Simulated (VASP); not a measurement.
# Al4Cu (P1) in VASP: single point with PBE

Aim: the single point of Al4Cu with PBE.

All numbers are computed with VASP 6.6.1; they aren't measurements. Logs are shortened: lines on timing, memory, paths and dates and some standing lists are left out, and cuts for length are marked.

**1. The cell of the first run**

The typed cell holds 10 atoms: a = 2.839 Å, b = 5.683 Å, c = 9.722 Å, α = 98.42°, β = 98.38°, γ = 90.03°.

**2. Single point, PBE**

The input, INCAR:

```
PREC = Accurate ; ENCUT = 520
EDIFF = 1E-6 ; ISMEAR = 0
SIGMA = 0.2 ; LREAL = False
LASPH = True ; NELM = 80
ALGO = Fast ; ISIF = 2
LWAVE = False ; LCHARG = False
GGA = PE ; NBANDS = 34
```

The input, KPOINTS:

```
Automatic mesh
0
Gamma
  8 4 8
```

The input, POSCAR:

```
Al4Cu
1.0
   -0.0006464039     -2.8386596875      0.0004543588
    5.6825474750      0.0013086332     -0.0005910227
   -1.4222199063      1.4180737163      9.5127326243
Al Cu
8 2
Direct
    0.5888454542      0.2944308792      0.1778528818
    0.5889280059      0.7944169843      0.1778958195
    0.1979625783      0.0989743439      0.3955384550
    0.1979558618      0.5989409551      0.3955556485
    0.8023057294      0.4011916264      0.6044735723
    0.8022926462      0.9012631229      0.6044426987
    0.4109868122      0.2054844894      0.8221515680
    0.4109806154      0.7054662204      0.8221083334
    0.9998627039      0.5000508431      0.0000048616
    0.9998795927      0.9997805355      0.9999761612
```

Potentials or basis: VASP PAW PBE potentials, release 64 (Al, Cu).

Launch:

```sh
$ cat potpaw_PBE.64/Al/POTCAR potpaw_PBE.64/Cu/POTCAR > POTCAR
$ mpirun -np 1 vasp_std > vasp.out
```

OUTCAR:

```text
PREC = Accurate
   ENCUT = 520
   EDIFF = 1E-6
   ISMEAR = 0
   LREAL = False
   LASPH = True
   NELM = 80
   ISIF = 2
   GGA = PE

 ion  position               nearest neighbor table
   1  0.589  0.294  0.178-   9 2.63  10 2.63  10 2.63   9 2.63   2 2.84   2 2.84   3 2.88   4 2.88
                             4 2.88   3 2.89
   2  0.589  0.794  0.178-  10 2.63   9 2.63   9 2.63  10 2.63   1 2.84   1 2.84   4 2.88   3 2.88
                             3 2.88   4 2.89
   3  0.198  0.099  0.396-   5 2.82   6 2.82   5 2.83   6 2.83   4 2.84   4 2.84   1 2.88   2 2.88
                             2 2.88   1 2.89
   4  0.198  0.599  0.396-   6 2.82   5 2.83   6 2.83   5 2.83   3 2.84   3 2.84   2 2.88   1 2.88
                             1 2.88   2 2.89
   5  0.802  0.401  0.604-   3 2.82   4 2.83   3 2.83   4 2.83   6 2.84   6 2.84   8 2.88   8 2.88
                             7 2.88   7 2.89
   6  0.802  0.901  0.604-   4 2.82   3 2.82   4 2.83   3 2.83   5 2.84   5 2.84   7 2.88   7 2.88
                             8 2.88   8 2.89
   7  0.411  0.205  0.822-   9 2.63  10 2.63   9 2.63  10 2.63   8 2.84   8 2.84   6 2.88   6 2.88
                             5 2.88   5 2.89
   8  0.411  0.705  0.822-  10 2.63  10 2.63   9 2.63   9 2.63   7 2.84   7 2.84   5 2.88   5 2.88
                             6 2.88   6 2.89
   9  1.000  0.500  0.000-   2 2.63   2 2.63   8 2.63   1 2.63   7 2.63   7 2.63   8 2.63   1 2.63

  10  1.000  1.000  1.000-   8 2.63   2 2.63   8 2.63   7 2.63   1 2.63   1 2.63   2 2.63   7 2.63

  LATTYP: Found a triclinic cell.
 ALAT       =    10.5188343031
 B/A-ratio  =     0.5402259882
 C/A-ratio  =     0.2698644846
 COS(alpha) =     0.0004580210
 COS(beta)  =     0.1348847095
 COS(gamma) =     0.4049559916

  Lattice vectors:

 A1 = (   4.2603275687,   1.4193823495,   9.5121416016)
 A2 = (   5.6825474750,   0.0013086332,  -0.0005910227)
 A3 = (   0.0006464039,   2.8386596875,  -0.0004543588)

Analysis of symmetry for initial positions (statically):
=====================================================================
 Subroutine PRICEL returns:
 Original cell was already a primitive cell.

 Routine SETGRP: Setting up the symmetry group for a
 triclinic supercell.

 Subroutine GETGRP returns: Found  1 space group operations
 (whereof  1 operations were pure point group operations)
 out of a pool of  2 trial point group operations.

The static configuration has the point symmetry C_1 .

Analysis of symmetry for dynamics (positions and initial velocities):
=====================================================================
 Subroutine PRICEL returns:
 Original cell was already a primitive cell.

 Routine SETGRP: Setting up the symmetry group for a
 triclinic supercell.

 Subroutine GETGRP returns: Found  1 space group operations
 (whereof  1 operations were pure point group operations)
 out of a pool of  2 trial point group operations.

The dynamic configuration has the point symmetry C_1 .

 Subroutine INISYM returns: Found  1 space group operations
 (whereof  1 operations are pure point group operations),
 and found     1 'primitive' translations

----------------------------------------------------------------------------------------

                                     Primitive cell

  volume of cell :     153.4494

  direct lattice vectors                    reciprocal lattice vectors
    -0.000646404 -2.838659687  0.000454359     0.000086587 -0.352270543  0.052526310
     5.682547475  0.001308633 -0.000591023     0.175980158 -0.000035861  0.026315607
    -1.422219906  1.418073716  9.512732624     0.000010929  0.000016823  0.105121391

  length of vectors
     2.838659797  5.682547656  9.722434084     0.356165069  0.177936866  0.105121393

  position of ions in fractional coordinates (direct lattice)
     0.588845454  0.294430879  0.177852882
     0.588928006  0.794416984  0.177895820
     0.197962578  0.098974344  0.395538455
     0.197955862  0.598940955  0.395555649
     0.802305729  0.401191626  0.604473572
     0.802292646  0.901263123  0.604442699
     0.410986812  0.205484489  0.822151568
     0.410980615  0.705466220  0.822108333
     0.999862704  0.500050843  0.000004862
     0.999879593  0.999780536  0.999976161

  ion indices of the primitive-cell ions
   primitive index   ion index
                 1           1
                 2           2
                 3           3
                 4           4
                 5           5
                 6           6
                 7           7
                 8           8
                 9           9
                10          10

----------------------------------------------------------------------------------------

 KPOINTS: Automatic mesh

Automatic generation of k-mesh.
 Grid dimensions read from file:
 generate k-points for:    8    4    8

 Generating k-lattice:

  Cartesian coordinates                     Fractional coordinates (reciprocal lattice)
     0.000010823 -0.044033818  0.006565789     0.125000000  0.000000000  0.000000000
     0.043995039 -0.000008965  0.006578902    -0.000000000  0.250000000  0.000000000
     0.000001366  0.000002103  0.013140174     0.000000000  0.000000000  0.125000000

  Length of vectors
     0.044520634  0.044484217  0.013140174

  Shift w.r.t. Gamma in fractional coordinates (k-lattice)
     0.000000000  0.000000000  0.000000000

 Subroutine IBZKPT returns following result:
 ===========================================

 Found    132 irreducible k-points:

 Following reciprocal coordinates:
            Coordinates               Weight
  0.000000  0.000000  0.000000      1.000000
  0.125000 -0.000000  0.000000      2.000000
  0.250000 -0.000000  0.000000      2.000000
  0.375000 -0.000000 -0.000000      2.000000
  0.500000 -0.000000  0.000000      1.000000
  0.000000  0.250000  0.000000      2.000000
[... 16 lines left out ...]
  0.500000 -0.000000  0.125000      2.000000
 -0.375000  0.000000  0.125000      2.000000
 [... further k-points ...]
   k-points           NKPTS =    132   k-points in BZ     NKDIM =    132   number of bands    NBANDS=     34
   number of dos      NEDOS =    301   number of ions     NIONS =     10
   total plane-waves  NPLWV =  72576
   dimension x,y,z NGX =    24 NGY =   42 NGZ =   72
   dimension x,y,z NGXF=    48 NGYF=   84 NGZF=  144
   ions per type =               8   2
   NGX,Y,Z   is equivalent  to a cutoff of  14.06, 12.29, 12.31 a.u.
   NGXF,Y,Z  is equivalent  to a cutoff of  28.11, 24.57, 24.62 a.u.
 SYSTEM =  unknown system
   PREC   = accura    normal or accurate (medium, high low for compatibility)
   ISTART =      0    job   : 0-new  1-cont  2-samecut
   ICHARG =      2    charge: 1-file 2-atom 10-const
   ISPIN  =      1    spin polarized calculation?
   LNONCOLLINEAR =      F non collinear calculations
   LSORBIT =      F    spin-orbit coupling
   LASPH  =      T    aspherical Exc in radial PAW
   ENCUT  =  520.0 eV  38.22 Ry    6.18 a.u.   5.28 10.57 18.08*2*pi/ulx,y,z
   NELM   =     80;   NELMIN=  2; NELMDL= -5     # of ELM steps
   EDIFF  = 0.1E-05   stopping-criterion for ELM
   LREAL  =      F    real-space projection
   EDIFFG = 0.1E-04   stopping-criterion for IOM
   NSW    =      0    number of steps for IOM
   IBRION =     -1    ionic relax: 0-MD 1-quasi-New 2-CG
   NFREE  =      0    steps in history (QN), initial steepest desc. (CG)
   ISIF   =      2    stress and relaxation
   ISYM   =      2    0-nonsym 1-usesym 2-fastsym
   POTIM  = 0.5000    time-step for ionic-motion
   TEBEG  =    0.0;   TEEND  =   0.0 temperature during run
   PSTRESS=    0.0 pullay stress
   NELECT =      46.0000    total number of electrons
   NUPDOWN=      -1.0000    fix difference up-down
   EMIN   =  10.00;   EMAX   =-10.00  energy-range for DOS
   EFERMI =   0.00;   METHOD = LEGACY
   ISMEAR =     0;   SIGMA  =   0.20  broadening in eV -4-tet -1-fermi 0-gaus
   EFERMI_NEDOS =   21; number of points for ismear=-14 and -15
   IALGO  =     68    algorithm
   IMIX   =      4    mixing-type and parameters
     AMIX     =   0.40;   BMIX     =  1.00
     AMIX_MAG =   1.60;   BMIX_MAG =  1.00
  volume/ion in A,a.u.               =      15.34       103.55
  Fermi-wavevector in a.u.,A,eV,Ry     =   1.095651  2.070481 16.333137  1.200452
  Thomas-Fermi vector in A             =   2.231979
   LORBIT       =      0    0 simple, 1 ext, 2 COOP (PROOUT), +10 PAW based schemes
   GGA     = PE    functional components
   LHFCALC =     F    Hartree Fock is set to
   AEXX    =    0.0000 exact exchange contribution
   IVDW    =     0    specifies the selected vdW correction
   LEPSILON=     F    determine dielectric tensor
   LRPA    =     F    only Hartree local field effects (RPA)
 non-spin polarized calculation
 RMM-DIIS sequential band-by-band and
 Gauss-broadening in eV      SIGMA  =   0.20
  energy-cutoff  :      520.00
  volume of cell :      153.45
 maximum number of plane-waves:      4155
 NGX is ok and might be reduce to    24
   NGX = 11   NGY = 21   NGZ = 37

 number of electron      46.0000038 magnetization

 Free energy of the ion-electron system (eV)
  ---------------------------------------------------
  ext. energy  EPLUGINS =         0.00000000
  ---------------------------------------------------
  free energy    TOTEN  =       -38.12445906 eV

  energy without entropy =      -38.06096547  energy(sigma->0) =      -38.09271226

 E-fermi :   8.1897     XC(G=0): -10.6381

 val. band max:        8.1841938227   @ k =   0.0000   0.5000   0.1250
 cond. band min:       8.1981455323   @ k =  -0.3750  -0.2500   0.1250
 fundamental gap:      0.0139517096
 Fermi energy:         8.1897209286

 k-point     1 :       0.0000    0.0000    0.0000
  band No.  band energies     occupation
      1      -2.9000      2.00000
      2      -1.3530      2.00000
      3      -1.1542      2.00000
      4       1.5954      2.00000
      5       1.6989      2.00000
      6       2.1351      2.00000
[... 26 lines left out ...]
     33      14.6310      0.00000
     34      14.6692      0.00000

 k-point     2 :       0.1250   -0.0000    0.0000
  band No.  band energies     occupation
      1      -2.6051      2.00000
      2      -1.1925      2.00000
      3      -0.7390      2.00000
      4       1.8542      2.00000
      5       1.9598      2.00000
      6       2.3475      2.00000
[... 26 lines left out ...]
     33      14.6634      0.00000
     34      14.8123      0.00000

 k-point     3 :       0.2500   -0.0000    0.0000
  band No.  band energies     occupation
      1      -1.7270      2.00000
      2      -0.5249      2.00000
      3       0.2975      2.00000
      4       2.5152      2.00000
      5       2.6919      2.00000
      6       2.9148      2.00000
[... 26 lines left out ...]
     33      12.6835      0.00000
     34      13.0284      0.00000

 k-point     4 :       0.3750   -0.0000   -0.0000
  band No.  band energies     occupation
      1      -0.2873      2.00000
      2       0.6797      2.00000
      3       1.8093      2.00000
      4       2.8987      2.00000
      5       3.4304      2.00000
      6       3.5034      2.00000
[... 26 lines left out ...]
     33      11.2801      0.00000
     34      12.4013      0.00000

 k-point     5 :       0.5000   -0.0000    0.0000
  band No.  band energies     occupation
      1       1.6018      2.00000
      2       1.7065      2.00000
      3       2.1421      2.00000
      4       2.5125      2.00000
      5       2.9506      2.00000
      6       3.1412      2.00000
[... 621 lines left out ...]
 k-point    22 :       0.3750   -0.0000    0.1250
  band No.  band energies     occupation
      1      -0.1944      2.00000
      2       0.4081      2.00000
      3       2.1908      2.00000
      4       2.8987      2.00000
      5       3.4146      2.00000
      6       3.4305      2.00000
[... 26 lines left out ...]
     33      11.2826      0.00000
     34      12.0040      0.00000

 k-point    23 :       0.5000   -0.0000    0.1250
  band No.  band energies     occupation
      1       1.5775      2.00000
      2       1.7623      2.00000
      3       2.0701      2.00000
      4       2.5703      2.00000
      5       2.9506      2.00000
      6       3.1411      2.00000
[... 26 lines left out ...]
     33      10.8787      0.00000
     34      11.2635      0.00000

 k-point    24 :      -0.3750    0.0000    0.1250
  band No.  band energies     occupation
      1      -0.3347      2.00000
      2       0.9648      2.00000
      3       1.4603      2.00000
      4       2.8988      2.00000
      5       3.4306      2.00000
      6       3.5328      2.00000
[... 26 lines left out ...]
     33      11.8935      0.00000
     34      11.9646      0.00000

 [... further k-points ...]
[... 5 lines left out ...]
  --------------------------------------------------------------------------------------
  -------------------------------------------------------------------------------------
  Total       -0.0715529     -0.0125177     -0.0923403     -0.0293365      0.0071836      0.0079648
  in kB       -0.7470894     -0.1306981     -0.9641318     -0.3063042      0.0750047      0.0831613
  external PRESSURE =      -0.6139731 kB  Pullay stress =       0.0000000 kB

 VOLUME and BASIS-vectors are now :
 -----------------------------------------------------------------------------
  energy-cutoff  :      520.00
  volume of cell :      153.45
      direct lattice vectors                 reciprocal lattice vectors
    -0.000646404 -2.838659687  0.000454359     0.000086587 -0.352270543  0.052526310
     5.682547475  0.001308633 -0.000591023     0.175980158 -0.000035861  0.026315607
    -1.422219906  1.418073716  9.512732624     0.000010929  0.000016823  0.105121391

 POSITION                                       TOTAL-FORCE (eV/Angst)
 -----------------------------------------------------------------------------------
      1.41979     -1.41894      1.69196        -0.000270     -0.000063      0.023862
      4.26092     -1.41846      1.69207         0.001255      0.000417      0.025578
     -0.00024     -0.00092      3.76268        -0.000813      0.000293      0.025391
      2.84082     -0.00022      3.76255        -0.000404      0.000213      0.025875
      1.41958     -1.41976      5.75032         0.001049      0.000283     -0.026280
      4.26130     -1.41911      5.74973        -0.001525      0.000323     -0.025202
     -0.00187     -0.00051      7.82097        -0.000183     -0.000484     -0.024163
      2.83936      0.00010      7.82027         0.000368     -0.000380     -0.026246
      2.84091     -2.83761      0.00021        -0.002402     -0.000470     -0.000219
      4.25847     -1.41897      9.51237         0.002925     -0.000131      0.001404
 -----------------------------------------------------------------------------------
    total drift:                                0.000062     -0.000026      0.000051

  FREE ENERGIE OF THE ION-ELECTRON SYSTEM (eV)
  ---------------------------------------------------
  free  energy   TOTEN  =       -38.1244590611 eV

  energy  without entropy=      -38.0609654653  energy(sigma->0) =      -38.09271226
```

Run time: 5.9 min. Hardware: 1 thread of Intel Xeon 6975P-C (Granite Rapids), shared host; peak memory 0.63 GiB.

Results:

- Free energy: -38.1245 eV
- Pressure: -0.1 GPa
- Largest force: 0.026 eV/Å
- Band gap on the k mesh: zero (band 23 reaches 9.44 eV, above the bottom of band 24 at 7.38 eV)

Forces in eV/Å, atoms in the order of the input:
```
Al   0.000  0.000  0.024
Al   0.001  0.000  0.026
Al  -0.001  0.000  0.025
Al   0.000  0.000  0.026
Al   0.001  0.000 -0.026
Al  -0.002  0.000 -0.025
Al   0.000  0.000 -0.024
Al   0.000  0.000 -0.026
Cu  -0.002  0.000  0.000
Cu   0.003  0.000  0.001
```

Levels at points of the mesh, in eV from the Fermi level:
| k point | band 21 | band 22 | band 23 | band 24 | band 25 | band 26 |
| --- | --- | --- | --- | --- | --- | --- |
| (0.00, 0.00, 0.00) | -2.32 | -1.77 | -0.67 | 1.27 | 2.29 | 3.04 |
| (0.50, 0.00, 0.00) | -1.09 | -1.04 | -1.03 | -0.81 | -0.66 | 0.04 |
| (0.00, 0.50, 0.00) | -0.70 | -0.70 | 0.06 | 0.07 | 2.25 | 2.26 |
| (0.50, 0.50, 0.00) | -1.71 | -1.71 | -0.80 | -0.80 | 0.55 | 0.55 |
| (0.00, 0.00, 0.50) | -1.77 | -1.74 | -0.67 | 0.35 | 1.26 | 2.29 |
| (0.50, 0.00, 0.50) | -1.10 | -1.03 | -1.02 | -0.80 | -0.66 | 0.03 |
| (0.00, 0.50, 0.50) | -0.74 | -0.74 | 0.50 | 0.50 | 1.42 | 1.42 |
| (0.50, 0.50, 0.50) | -1.71 | -1.71 | -0.81 | -0.81 | 0.55 | 0.55 |
